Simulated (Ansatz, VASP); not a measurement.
## MgSe3 in VASP and in Ansatz

The input INCAR:

```
SYSTEM = MgSe3
ALGO = Normal ; EDIFF = 1E-6
ENCUT = 520 ; GGA = PE
ISIF = 2 ; ISMEAR = 0
LASPH = .True. ; LCHARG = .False.
LREAL = .False. ; LWAVE = .False.
NBANDS = 18 ; NELM = 100
PREC = Accurate ; SIGMA = 0.1
```

File KPOINTS:

```
k-points
0
Gamma
  6 6 2
  0 0 0
```

POSCAR

```
MgSe3
1.0
    3.4087325600      0.0000000000      0.0000000000
   -1.7043662800      2.9520489900      0.0000000000
    0.0000000000      0.0000000000     10.2706567700
Mg Se
1 3
Direct
    0.0000000000      0.0000000000      0.5000000000
    0.0000000000      0.0000000000      0.0000000000
    0.6666666700      0.3333333300      0.7329089000
    0.6666666700      0.3333333300      0.2670911000
```

Input for Ansatz:

```yaml
crystal:
  lattice:
    - [3.40873256, 0.0, 0.0]
    - [-1.70436628, 2.95204899, 0.0]
    - [0.0, 0.0, 10.27065677]
  atoms:
    - { symbol: Mg, position: [0.0, 0.0, 0.5] }
    - { symbol: Se, position: [0.0, 0.0, 0.0] }
    - { symbol: Se, position: [0.66666667, 0.33333333, 0.7329089] }
    - { symbol: Se, position: [0.66666667, 0.33333333, 0.2670911] }
basis:
  ecutwfc: 420
kpoints:
  mp_grid: { grid: [6, 6, 2] }
hamiltonian:
  xc: pbe
scf:
  occupations: { method: gaussian, width: 0.1 }
  lower_state_search: "off"
output:
  forces: true
  stress: true
  eigenvalues: true
```

Change from the starting cell: species swapped into the MgSn3 type (P-6m2, No. 187).

Alike in both runs: task single point; functional PBE; k mesh 6 × 6 × 2; occupations gaussian, width 0.1 eV; no spin polarisation.

|  | VASP | Ansatz |
| --- | --- | --- |
| version | VASP 6.6.1 | Ansatz 0.2.0 |
| potentials or method | VASP PAW PBE potentials, release 64 (Mg, Se), cutoff 520 eV | scalar-relativistic, plane waves, PAW |
| valence electrons in the cell | 20 | 58 |

```tsv
	VASP	Ansatz	Ansatz less VASP
gap on the k mesh at the Fermi level (eV)	none	none	-
pressure (GPa)	-7.9	-7.8	+0.05
traceless stress, the component that is largest in VASP (GPa)	-4.25	-4.25	+0.002
rms of the force components (eV/Å)	0.446	0.444	-0.0017
```

Atom by atom the forces differ by 0.002 eV/Å (rms over components). A gap of «none» marks a metal or a gap that the smearing closes. The functional is the same, so the differences come from potentials, cutoffs and numerics. VASP's potentials hold 20 valence electrons a cell and Ansatz's 58, so a difference there can come from the potentials and not from the codes.
